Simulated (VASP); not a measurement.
**BeAu3: single point with PBE**

The system is BeAu3.

```
Au Be
1.0
     4.01171    0.00000    0.00000
     0.00000    4.01171    0.00000
     0.00000    0.00000    4.01171
Au Be
3 1
Cartesian
  2.0059 2.0059 0.0000
  2.0059 0.0000 2.0059
  0.0000 2.0059 2.0059
  0.0000 0.0000 0.0000
```

```yaml
Program: VASP 6.6.1
Task: single point
Functional: PBE
Potentials_or_basis: VASP PAW PBE potentials, release 64 (Au, Be)
Cutoff: 520 eV
k_mesh: 7 × 7 × 7
Occupations: fermi-dirac, width 0.05 eV
Spin: no spin polarisation
```

The pressure is -1.6 GPa and the band gap on the k mesh is zero (an odd number of electrons rules out a gap without spin polarisation).

Levels at points of the mesh, in eV from the Fermi level:
```csv
k point,band 15,band 16,band 17,band 18,band 19,band 20
"(0.00, 0.00, 0.00)",-1.83,-1.83,-0.18,-0.18,-0.18,4.73
```

Wall time 50 s on 1 thread of Intel Xeon 8259CL, with other jobs on the host, peak memory 0.18 GiB.

Caveat: spin-orbit coupling is left out, which moves the levels of the heavy elements.
